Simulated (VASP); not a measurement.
Nb, 1 atom in the cell. The structure is cubic, space group Im-3m (No. 229). Conventional cell: a = 3.315 Å, b = 3.315 Å, c = 3.315 Å, α = 90.00°, β = 90.00°, γ = 90.00°. Within 3.8 Å of Nb (site symmetry m-3m) lie 14 Nb at 2.87 to 3.32 Å. 

```yaml
Program: VASP 6.6.1
Task: single point
Functional: PBE
Potentials_or_basis: VASP PAW PBE potentials, release 64 (Nb_sv)
Cutoff: 520 eV
k_mesh: 8 × 8 × 8
Occupations: gaussian, width 0.05 eV
Spin: no spin polarisation
Dipole_correction: no
Further_INCAR_settings: ALGO = Fast; EDIFF = 1e-06; NBANDS = 12
```

Potentials or basis: VASP PAW PBE potentials, release 64 (Nb_sv).

Command:

```sh
$ cat potpaw_PBE.64/Nb_sv/POTCAR > POTCAR
$ mpirun -np 1 vasp_std > vasp.out
```

Hardware: 1 thread of Intel Xeon 8259CL, with other jobs on the host.

Problem. How long does it take, and how much memory?

Solution. Run time: 18 s on 1 thread of Intel Xeon 8259CL (shared host), peak memory 0.14 GiB. Counts: scf iterations 20, k points 29.
